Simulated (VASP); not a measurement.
AlFe: single point with PBEsol

Crystal: AlFe.

```
Al Fe
1.0
     2.60276    0.00000    0.00000
     0.00000    2.60276    0.00000
     0.00000    0.00000    2.85548
Al Fe
1 1
Direct
  0.00000 0.00000 0.00000
  0.50000 0.50000 0.50000
```

```json
{"Program": "VASP 6.6.1", "Task": "single point", "Functional": "PBEsol", "Potentials or basis": "VASP PAW PBE potentials, release 64 (Al, Fe)", "Cutoff": "520 eV", "k mesh": "18 × 18 × 18", "Occupations": "gaussian, width 0.15 eV", "Spin": "collinear spin, ferromagnetic start", "Starting moments": "[0.0, 0.75] μB", "Dipole correction": "no", "Further INCAR settings": "ALGO = Fast; EDIFF = 1e-06; NBANDS = 16"}
```

```yaml
Pressure: 49.1 GPa
Net_moment: 0.43 μB per cell
Site_moments: Al -0.01; Fe +0.44 μB
Valence_electrons_inside_the_program's_atomic_spheres: Al 0.98; Fe 7.94
```

Stress tensor (GPa, compression positive):
```
55.71  0.00  0.00
 0.00 55.71  0.00
 0.00  0.00 35.97
```

Levels at points of the mesh, in eV from the Fermi level:
Spin up:
| k point | band 4 | band 5 | band 6 | band 7 | band 8 | band 9 |
| --- | --- | --- | --- | --- | --- | --- |
| (0.00, 0.00, 0.00) | -0.16 | -0.16 | 0.17 | 5.37 | 9.06 | 9.06 |
| (0.50, 0.00, 0.00) | -1.92 | -1.11 | 0.06 | 1.93 | 8.94 | 10.49 |
| (0.50, 0.50, 0.00) | -1.71 | -1.53 | -1.53 | 1.19 | 5.02 | 6.50 |
| (0.00, 0.00, 0.50) | -1.03 | -1.03 | 0.27 | 0.76 | 9.23 | 13.56 |
| (0.50, 0.00, 0.50) | -2.15 | -0.99 | -0.76 | 0.66 | 4.19 | 5.52 |
| (0.50, 0.50, 0.50) | 0.70 | 1.22 | 2.99 | 3.54 | 3.54 | 6.52 |
Spin down:
```csv
k point,band 1,band 2,band 3,band 4,band 5,band 6,band 7,band 8,band 9,band 10
"(0.00, 0.00, 0.00)",-11.55,-3.15,-2.91,0.28,0.28,0.74,5.41,9.11,9.11,10.15
"(0.50, 0.00, 0.00)",-6.67,-6.21,-2.03,-1.56,-0.61,0.52,2.22,8.91,10.55,13.35
"(0.50, 0.50, 0.00)",-5.16,-2.77,-1.69,-1.69,-1.14,-1.14,1.50,5.24,6.85,13.85
"(0.00, 0.00, 0.50)",-7.40,-6.96,-2.25,-0.63,-0.63,0.84,1.07,9.19,13.65,13.65
"(0.50, 0.00, 0.50)",-5.64,-2.95,-2.74,-2.12,-0.48,-0.35,0.99,4.40,5.83,16.56
"(0.50, 0.50, 0.50)",-4.10,-4.02,-4.02,1.04,1.53,3.04,3.61,3.61,6.51,7.45
```

It took 2.9 min on 1 thread of Intel(R) Xeon(R) 6975P-C (Granite Rapids), on a shared host, peak memory 0.36 GiB.

Caveat: the stress differs along the axes, from 36 to 56 GPa; the PAW data sets were made with another functional, which shifts forces and pressure a little.
